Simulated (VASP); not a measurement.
# BAs: single point with PBE

The system is BAs.

```xyz
2
Lattice="0.0000 2.4043 2.4043 2.4043 0.0000 2.4043 2.4043 2.4043 0.0000" Properties=species:S:1:pos:R:3 pbc="T T T"
B     0.0000    0.0000    0.0000
As    1.2022    1.2022    1.2022
```

This cell differs from its parent crystal: volume scaled by 1.02, then relaxed in part.

```yaml
Program: VASP 6.6.1
Task: single point
Functional: PBE
Potentials_or_basis: VASP PAW PBE potentials, release 64 (B, As)
Cutoff: 520 eV
k_mesh: 16 × 16 × 16
Occupations: fermi-dirac, width 0.02 eV
Spin: no spin polarisation
Dipole_correction: no
Further_INCAR_settings: ALGO = Normal; EDIFF = 1e-06; NBANDS = 11
```

| Property | Result |
| --- | --- |
| Pressure | 0.6 GPa |
| Band gap on the k mesh | 1.21 eV, indirect (least direct gap 3.25 eV) |

Levels at points of the mesh, in eV from the valence-band top:
```csv
k point,band 1,band 2,band 3,band 4,band 5,band 6,band 7,band 8,band 9
"(0.00, 0.00, 0.00)",-15.22,0.00,0.00,0.00,3.25,3.25,3.25,4.44,9.49
"(0.50, 0.00, 0.00)",-12.42,-8.65,-1.79,-1.79,2.58,4.76,4.76,8.83,12.57
"(0.50, 0.50, 0.00)",-11.14,-8.42,-4.00,-4.00,1.45,1.46,11.18,11.18,12.69
```

Run time: 71 s on 1 thread of Intel(R) Xeon(R) Platinum 8259CL CPU @ 2.50GHz (Skylake/Cascade Lake), on a shared host, peak memory 0.19 GiB.

 A k mesh can miss the band edges.
